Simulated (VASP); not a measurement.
Write the native input for VASP 6.6.1 that does the following.

```yaml
Task: single point
Functional: r2SCAN
Potentials_or_basis: VASP PAW PBE potentials, release 64 (Ba_sv, Zr_sv, O)
Cutoff: 520 eV
k_mesh: 6 × 6 × 6
Occupations: gaussian, width 0.05 eV
Spin: no spin polarisation
Dipole_correction: no
Further_INCAR_settings: ALGO = Normal; EDIFF = 1e-06; NBANDS = 28
```

BaZrO3:

```
Ba Zr O
1.0
     4.07696    0.00000    0.00000
     0.00000    4.07696    0.00000
     0.00000    0.00000    4.18150
Ba Zr O
1 1 3
Cartesian
  2.0385 2.0385 2.0907
  0.0000 0.0000 0.0000
  2.0385 0.0000 0.0000
  0.0000 2.0385 0.0000
  0.0000 0.0000 2.0907
```

This cell differs from its parent crystal: strain -0.0250 x Voigt [1, 1, 0, 0, 0, 0].

One way to write it, as run:

POSCAR

```
BaZrO3
1.0
    4.0769625000      0.0000000000      0.0000000000
    0.0000000000      4.0769625000      0.0000000000
    0.0000000000      0.0000000000      4.1815000000
Ba Zr O
1 1 3
Direct
    0.5000000000      0.5000000000      0.5000000000
    0.0000000000      0.0000000000      0.0000000000
    0.5000000000      0.0000000000      0.0000000000
    0.0000000000      0.5000000000      0.0000000000
    0.0000000000      0.0000000000      0.5000000000
```

INCAR.step1

```
SYSTEM = BaZrO3
  PREC = Accurate
  ENCUT = 520
  ISMEAR = 0
  SIGMA = 0.05
  LREAL = .FALSE.
  LASPH = .TRUE.
  NELM = 100
  NBANDS = 28
  GGA = PE
  ALGO = Normal
  EDIFF = 1E-4
  LWAVE = .TRUE.
  LCHARG = .FALSE.
```

INCAR.step2

```
SYSTEM = BaZrO3
  PREC = Accurate
  ENCUT = 520
  EDIFF = 1E-6
  ISMEAR = 0
  SIGMA = 0.05
  LREAL = .FALSE.
  LASPH = .TRUE.
  NELM = 100
  ALGO = Normal
  ISIF = 2
  LWAVE = .FALSE.
  LCHARG = .TRUE.
  METAGGA = R2SCAN
  LMIXTAU = .TRUE.
  LELF = .TRUE.
  LVHAR = .TRUE.
  NBANDS = 28
  ISTART = 1
```

KPOINTS

```
Automatic mesh
0
G
  6 6 6
  0 0 0
```

Potentials or basis: VASP PAW PBE potentials, release 64 (Ba_sv, Zr_sv, O).

Command:

```sh
$ cat potpaw_PBE.64/Ba_sv/POTCAR potpaw_PBE.64/Zr_sv/POTCAR potpaw_PBE.64/O/POTCAR > POTCAR
$ cp INCAR.step1 INCAR
$ mpirun -np 1 vasp_std > vasp.out
$ cp INCAR.step2 INCAR
$ mpirun -np 1 vasp_std > vasp.out
```

It gave:

- Pressure: 14.3 GPa
- Band gap on the k mesh: 3.77 eV, indirect (least direct gap 3.94 eV)

Caveat: the cell differs from its parent crystal (strain -0.0250 x Voigt [1, 1, 0, 0, 0, 0]); the PAW data sets were made with another functional, which shifts forces and pressure a little; spin-orbit coupling is left out, which moves the levels of the heavy elements.

Run time: 4 min on 1 thread of Intel(R) Xeon(R) Platinum 8375C CPU @ 2.90GHz (Ice Lake), with other jobs on the host, peak memory 0.22 GiB.
